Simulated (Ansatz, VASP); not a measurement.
GeSb4Te7: VASP beside Ansatz

The input INCAR:

```
SYSTEM = GeSb4Te7
  ALGO = Normal
  EDIFF = 1E-6
  ENCUT = 520
  GGA = PS
  ISIF = 2
  ISMEAR = -1
  LASPH = .TRUE.
  LCHARG = .FALSE.
  LREAL = .FALSE.
  LWAVE = .FALSE.
  NBANDS = 50
  NELM = 100
  PREC = Accurate
  SIGMA = 0.05
```

The input KPOINTS:

```
k-points
0
G
  7 7 2
  0 0 0
```

Contents of POSCAR:

```
GeSb4Te7
1.0
    4.2605121409      0.0000000000      0.0000000000
   -2.1302560705      3.6897117472      0.0000000000
    0.0000000000      0.0000000000     24.4724192498
Te Sb Ge
7 4 1
Direct
    0.0000000000      0.0000000000      0.2810217100
    0.0000000000      0.0000000000      0.0000000000
    0.3333333333      0.6666666667      0.5686057000
    0.6666666667      0.3333333333      0.4313943000
    0.0000000000      0.0000000000      0.7189782900
    0.6666666667      0.3333333333      0.1502681300
    0.3333333333      0.6666666667      0.8497318700
    0.6666666667      0.3333333333      0.6502485000
    0.3333333333      0.6666666667      0.0811013800
    0.3333333333      0.6666666667      0.3497515000
    0.6666666667      0.3333333333      0.9188986200
    0.0000000000      0.0000000000      0.5000000000
```

File input.yaml:

```yaml
crystal:
  lattice:
    - [4.2605121409, 0.0, 0.0]
    - [-2.1302560705, 3.6897117472, 0.0]
    - [0.0, 0.0, 24.4724192498]
  atoms:
    - { symbol: Te, position: [0.0, 0.0, 0.28102171] }
    - { symbol: Te, position: [0.0, 0.0, 0.0] }
    - { symbol: Te, position: [0.3333333333, 0.6666666667, 0.5686057] }
    - { symbol: Te, position: [0.6666666667, 0.3333333333, 0.4313943] }
    - { symbol: Te, position: [0.0, 0.0, 0.71897829] }
    - { symbol: Te, position: [0.6666666667, 0.3333333333, 0.15026813] }
    - { symbol: Te, position: [0.3333333333, 0.6666666667, 0.84973187] }
    - { symbol: Sb, position: [0.6666666667, 0.3333333333, 0.6502485] }
    - { symbol: Sb, position: [0.3333333333, 0.6666666667, 0.08110138] }
    - { symbol: Sb, position: [0.3333333333, 0.6666666667, 0.3497515] }
    - { symbol: Sb, position: [0.6666666667, 0.3333333333, 0.91889862] }
    - { symbol: Ge, position: [0.0, 0.0, 0.5] }
hamiltonian:
  xc: pbesol
  pseudopotentials: { kind: paw }
kpoints:
  mp_grid: { grid: [7, 7, 2] }
scf:
  occupations: { method: fermi_dirac, width: 0.05 }
output:
  forces: true
  stress: true
  eigenvalues: true
```

Alike in both runs: task single point; functional PBEsol; k mesh 7 × 7 × 2; occupations fermi-dirac, width 0.05 eV; no spin polarisation.

|  | VASP | Ansatz |
| --- | --- | --- |
| version | VASP 6.6.1 | Ansatz 0.2.0 |
| potentials or method | VASP PAW PBE potentials, release 64 (Te, Sb, Ge_d) | Ansatz PAW |
| plane-wave cutoff (eV) | 520 | 420 |
| valence electrons in the cell | 76 | 186 |

```tsv
	VASP	Ansatz	Ansatz less VASP
gap on the k mesh at the Fermi level (eV)	0.35	0.36	+0.007
least direct gap on the mesh (eV)	0.35	0.36	+0.007
pressure (GPa)	-0.6	-0.7	-0.08
traceless stress, the component that is largest in VASP (GPa)	-0.05	-0.06	-0.013
rms of the force components (eV/Å)	0.073	0.057	-0.0160
```

VASP's potentials were made for PBE, not for PBEsol. Atom by atom the forces differ by 0.016 eV/Å (rms over components). VASP's potentials hold 76 valence electrons a cell and Ansatz's 186, so a difference there can come from the potentials and not from the codes.

Spin-orbit coupling is off throughout. Noted on Ansatz's run: odd divisions of the mesh miss points on the zone boundary, where band edges often lie, so the gap on the mesh can be too wide.
